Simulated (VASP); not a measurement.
# AlN (Fm-3m) in VASP: electric field gradients with PBE

Aim: the electric field gradients of AlN with PBE.

Program: VASP 6.6.1. These are calculated values, not measurements. Logs are shortened: lines on timing, memory, paths and dates and some standing lists are left out, and cuts for length are marked.

## (1) The cell of the first run

Symmetry: Fm-3m, No. 225, cubic system. Conventional cell: a = 3.938 Å, b = 3.938 Å, c = 3.938 Å, α = 90.00°, β = 90.00°, γ = 90.00°. Al (site symmetry m-3m) has 6 N at 1.97 Å within 2.6 Å. Within 2.6 Å of N (site symmetry m-3m) lie 6 Al at 1.97 Å.

## (2) Electric field gradients, PBE

INCAR reads:

```
SYSTEM = AlN
ALGO = Normal
EDIFF = 1E-8
ENCUT = 520
GGA = PE
GGA_COMPAT = .FALSE.
ISIF = 2
ISMEAR = -1
LASPH = .TRUE.
LCHARG = .FALSE.
LEFG = .TRUE.
LREAL = .FALSE.
LWAVE = .FALSE.
NBANDS = 11
NELM = 120
PREC = Accurate
SIGMA = 0.02
```

KPOINTS reads:

```
k-points
0
G
  15 15 15
  0 0 0
```

POSCAR reads:

```
AlN
1.0
    0.0000000000      1.9690000000      1.9690000000
    1.9690000000      0.0000000000      1.9690000000
    1.9690000000      1.9690000000      0.0000000000
Al N
1 1
Direct
    0.0000000000      0.0000000000      0.0000000000
    0.5000000000      0.5000000000      0.5000000000
```

Potentials or basis: VASP PAW PBE potentials, release 64 (Al, N).

The run is started by

```
cat potpaw_PBE.64/Al/POTCAR potpaw_PBE.64/N/POTCAR > POTCAR
mpirun -np 1 vasp_std > vasp.out
```

OUTCAR:

```text
SYSTEM = AlN
   EDIFF = 1E-8
   ENCUT = 520
   GGA = PE
   ISIF = 2
   ISMEAR = -1
   LASPH = .TRUE.
   LREAL = .FALSE.
   NELM = 120
   PREC = Accurate

 ion  position               nearest neighbor table
   1  0.000  0.000  0.000-   2 1.97   2 1.97   2 1.97   2 1.97   2 1.97   2 1.97
   2  0.500  0.500  0.500-   1 1.97   1 1.97   1 1.97   1 1.97   1 1.97   1 1.97

  LATTYP: Found a face centered cubic cell.
 ALAT       =     3.9380000000

  Lattice vectors:

 A1 = (   0.0000000000,   1.9690000000,   1.9690000000)
 A2 = (   1.9690000000,   0.0000000000,   1.9690000000)
 A3 = (   1.9690000000,   1.9690000000,   0.0000000000)

Analysis of symmetry for initial positions (statically):
=====================================================================
 Subroutine PRICEL returns:
 Original cell was already a primitive cell.

 Routine SETGRP: Setting up the symmetry group for a
 face centered cubic supercell.

 Subroutine GETGRP returns: Found 48 space group operations
 (whereof 48 operations were pure point group operations)
 out of a pool of 48 trial point group operations.

The static configuration has the point symmetry O_h .

Analysis of symmetry for dynamics (positions and initial velocities):
=====================================================================
 Subroutine PRICEL returns:
 Original cell was already a primitive cell.

 Routine SETGRP: Setting up the symmetry group for a
 face centered cubic supercell.

 Subroutine GETGRP returns: Found 48 space group operations
 (whereof 48 operations were pure point group operations)
 out of a pool of 48 trial point group operations.

The dynamic configuration has the point symmetry O_h .

 Subroutine INISYM returns: Found 48 space group operations
 (whereof 48 operations are pure point group operations),
 and found     1 'primitive' translations

----------------------------------------------------------------------------------------

                                     Primitive cell

  volume of cell :      15.2675

  direct lattice vectors                    reciprocal lattice vectors
     0.000000000  1.969000000  1.969000000    -0.253936008  0.253936008  0.253936008
     1.969000000  0.000000000  1.969000000     0.253936008 -0.253936008  0.253936008
[... 135 lines left out ...]
 val. band max:       11.0243358070   @ k =   0.0000   0.0000   0.0000
 cond. band min:      16.2243322146   @ k =   0.4667   0.4667   0.0000
 fundamental gap:      5.1999964076
 Fermi energy:        11.4417736678

 k-point     1 :       0.0000    0.0000    0.0000
  band No.  band energies     occupation
      1      -7.2694      2.00000
      2      11.0243      2.00000
      3      11.0243      2.00000
      4      11.0243      2.00000
      5      17.8926      0.00000
      6      23.4441      0.00000
      7      23.4441      0.00000
      8      23.4441      0.00000
      9      28.8042      0.00000
     10      29.4036      0.00000
     11      29.4036      0.00000
[... 309 lines left out ...]
 k-point    24 :       0.2000    0.1333    0.0000
  band No.  band energies     occupation
      1      -6.4023      2.00000
      2       8.5047      2.00000
      3      10.0540      2.00000
      4      10.1160      2.00000
      5      19.6704      0.00000
      6      20.4354      0.00000
      7      23.9533      0.00000
      8      25.1445      0.00000
      9      25.5118      0.00000
     10      29.8763      0.00000
     11      32.2202      0.00000

 [... further k-points ...]

------------------------ aborting loop because EDIFF is reached ----------------------------------------

  FORCE on cell =-STRESS in cart. coord.  units (eV):
  Direction    XX          YY          ZZ          XY          YZ          ZX
  --------------------------------------------------------------------------------------
  -------------------------------------------------------------------------------------
  Total        2.8698792      2.8698792      2.8698792      0.0000000      0.0000000      0.0000000
  in kB      301.1667722    301.1667722    301.1667722      0.0000000      0.0000000      0.0000000
  external PRESSURE =     301.1667722 kB  Pullay stress =       0.0000000 kB

 VOLUME and BASIS-vectors are now :
 -----------------------------------------------------------------------------
  energy-cutoff  :      520.00
  volume of cell :       15.27
      direct lattice vectors                 reciprocal lattice vectors
     0.000000000  1.969000000  1.969000000    -0.253936008  0.253936008  0.253936008
     1.969000000  0.000000000  1.969000000     0.253936008 -0.253936008  0.253936008
     1.969000000  1.969000000  0.000000000     0.253936008  0.253936008 -0.253936008

 POSITION                                       TOTAL-FORCE (eV/Angst)
 -----------------------------------------------------------------------------------
      0.00000      0.00000      0.00000        -0.000000     -0.000000      0.000000
      1.96900      1.96900      1.96900         0.000000      0.000000      0.000000
 -----------------------------------------------------------------------------------
    total drift:                               -0.000000     -0.000000      0.000000

  FREE ENERGIE OF THE ION-ELECTRON SYSTEM (eV)
  ---------------------------------------------------
  free  energy   TOTEN  =       -14.4082550261 eV

  energy  without entropy=      -14.4082550261  energy(sigma->0) =      -14.40825503

 Electric field gradients (V/A^2)
---------------------------------------------------------------------
 ion       V_xx      V_yy      V_zz      V_xy      V_xz      V_yz
---------------------------------------------------------------------
   1      -0.000    -0.000     0.000     0.000     0.000     0.000
   2      -0.000    -0.000     0.000     0.000     0.000     0.000
---------------------------------------------------------------------

 Electric field gradients after diagonalization (V/A^2)
 (convention: |V_zz| > |V_xx| > |V_yy|)
----------------------------------------------------------------------
 ion       V_xx      V_yy      V_zz     asymmetry (V_yy - V_xx)/ V_zz
----------------------------------------------------------------------
   1      -0.000    -0.000     0.000       0.000
   2      -0.000    -0.000     0.001       0.000
----------------------------------------------------------------------

           NMR quadrupolar parameters

 Cq : quadrupolar parameter    Cq=e*Q*V_zz/h
 eta: asymmetry parameters     (V_yy - V_xx)/ V_zz
 Q  : nuclear electric quadrupole moment in mb (millibarn)
----------------------------------------------------------------------
 ion       Cq(MHz)       eta       Q (mb)
----------------------------------------------------------------------
   1       0.000       0.000       1.000
   2       0.000       0.000       1.000
----------------------------------------------------------------------
```

OSZICAR:

```text
N       E                     dE             d eps       ncg     rms          rms(c)
DAV:   1     0.981181124577E+01    0.98118E+01   -0.41212E+03  2720   0.630E+02
DAV:   2    -0.155497822517E+02   -0.25362E+02   -0.24565E+02  3240   0.143E+02
DAV:   3    -0.162315023508E+02   -0.68172E+00   -0.68052E+00  3188   0.207E+01
DAV:   4    -0.162342257193E+02   -0.27234E-02   -0.27232E-02  2991   0.139E+00
DAV:   5    -0.162342472275E+02   -0.21508E-04   -0.21507E-04  3120   0.117E-01    0.794E+00
DAV:   6    -0.144387875282E+02    0.17955E+01   -0.71293E+00  2883   0.147E+01    0.290E+00
DAV:   7    -0.144134533914E+02    0.25334E-01   -0.23436E-01  2957   0.339E+00    0.188E+00
DAV:   8    -0.144085561193E+02    0.48973E-02   -0.14755E-02  2811   0.106E+00    0.364E-01
DAV:   9    -0.144082099298E+02    0.34619E-03   -0.13518E-03  3009   0.230E-01    0.165E-01
DAV:  10    -0.144082623799E+02   -0.52450E-04   -0.14212E-04  2942   0.854E-02    0.536E-02
DAV:  11    -0.144082553256E+02    0.70543E-05   -0.23562E-05  3096   0.281E-02    0.793E-03
DAV:  12    -0.144082550912E+02    0.23439E-06   -0.74907E-07  2907   0.730E-03    0.123E-03
DAV:  13    -0.144082550354E+02    0.55842E-07   -0.17069E-08  2973   0.856E-04    0.279E-04
DAV:  14    -0.144082550261E+02    0.92762E-08   -0.59037E-10  1527   0.209E-04
   1 F= -.14408255E+02 E0= -.14408255E+02  d E =-.914734E-12
```

Wall time 9.3 s (1 thread of Intel Xeon 6975P-C (Granite Rapids), shared host); peak memory 0.14 GiB.

Results:

* Free energy: -14.4083 eV
* Pressure: 30.1 GPa
* Band gap on the k mesh: 5.20 eV (least direct gap 6.87 eV)
* Largest electric field gradient by atom: zero within the noise of the run

Caveat: the cell stands under pressure; an odd mesh through Γ misses points on the zone boundary, where band edges can lie.
